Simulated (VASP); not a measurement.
## HfB2: single point with PBEsol

HfB2:

```xyz
3
Lattice="3.1295 0.0000 0.0000 -1.5647 2.7102 0.0000 0.0000 0.0000 3.4684" Properties=species:S:1:pos:R:3 pbc="T T T"
Hf    0.0000    0.0000    0.0000
B     0.0000    1.8068    1.7342
B     1.5647    0.9034    1.7342
```

This cell differs from its parent crystal: volume scaled by 0.99.

```
Program                : VASP 6.6.1
Task                   : single point
Functional             : PBEsol
Potentials or basis    : VASP PAW PBE potentials, release 64 (Hf_pv, B)
Cutoff                 : 520 eV
k mesh                 : 15 × 15 × 12
Occupations            : fermi-dirac, width 0.03 eV
Spin                   : no spin polarisation
Dipole correction      : no
Further INCAR settings : ALGO = Normal; EDIFF = 1e-06; NBANDS = 15
```

The pressure is -1.9 GPa and the band gap on the k mesh is zero (band 8 reaches 8.41 eV, above the bottom of band 9 at 7.37 eV).

Stress tensor (GPa, compression positive):
```
-1.46  0.00  0.00
 0.00 -1.46  0.00
 0.00  0.00 -2.89
```

Levels at points of the mesh, in eV from the Fermi level:
```
           k point  band 4  band 5  band 6  band 7  band 8  band 9  band 10  band 11  band 12  band 13
(0.00, 0.00, 0.00)  -13.80   -3.08   -2.93   -2.93   -2.76    4.03     4.03     4.70     4.70     5.02
(0.00, 0.00, 0.50)  -11.32   -8.44   -1.18   -1.18    0.28    0.28     0.97     0.97     2.21     5.13
```

Run time: 23 s on 1 thread of Intel(R) Xeon(R) 6975P-C (Granite Rapids) (shared host), peak memory 0.2 GiB.

Caveat: the PAW data sets were made with another functional, which shifts forces and pressure a little; spin-orbit coupling is left out, which moves the levels of the heavy elements.
